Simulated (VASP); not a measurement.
# RbBr: single point with PBE

Crystal: RbBr.

```
Rb Br
1.0
     5.91959    0.00000    0.00000
    -2.95979    5.10101    0.00000
     0.00000    0.00000    6.87033
Rb Br
2 2
Direct
  0.33302 0.66604 0.93750
  0.66698 0.33396 0.43750
  0.33286 0.66571 0.43750
  0.66714 0.33429 0.93750
```

This cell differs from its parent crystal: uniaxial x strain +0.5%.

* Program: VASP 6.6.1
* Task: single point
* Functional: PBE
* Potentials or basis: VASP PAW PBE potentials, release 64 (Rb_sv, Br)
* Cutoff: 520 eV
* k mesh: 6 × 6 × 4
* Occupations: fermi-dirac, width 0.02 eV
* Spin: no spin polarisation
* Dipole correction: no
* Further INCAR settings: ALGO = Normal; EDIFF = 1e-06; NBANDS = 24

```
Pressure               : 0.3 GPa
Band gap on the k mesh : 4.05 eV
```

Stress tensor (GPa, compression positive):
```
0.21 0.00 0.00
0.00 0.21 0.00
0.00 0.00 0.39
```

Levels at points of the mesh, in eV from the valence-band top:
```csv
k point,band 13,band 14,band 15,band 16,band 17,band 18,band 19,band 20
"(0.00, 0.00, 0.00)",-0.36,-0.26,-0.26,0.00,4.05,6.82,7.07,7.08
"(0.50, 0.00, 0.00)",-0.32,-0.27,-0.15,-0.12,5.77,6.14,6.39,6.52
"(0.00, 0.50, 0.00)",-0.33,-0.27,-0.15,-0.12,5.78,6.15,6.38,6.50
"(0.00, 0.00, 0.50)",-0.33,-0.33,-0.33,-0.33,5.20,5.20,8.29,8.29
"(0.50, 0.00, 0.50)",-0.27,-0.27,-0.25,-0.25,6.13,6.13,7.40,7.40
"(0.00, 0.50, 0.50)",-0.27,-0.27,-0.25,-0.25,6.13,6.13,7.42,7.42
```

Run time: 2.5 min on 1 thread of Intel(R) Xeon(R) Platinum 8488C (Sapphire Rapids), on a shared host, peak memory 0.44 GiB.

Caveat: the cell differs from its parent crystal (uniaxial x strain +0.5%); the structure was generated, so it needn't be the stable form of RbBr. A k mesh can miss the band edges.
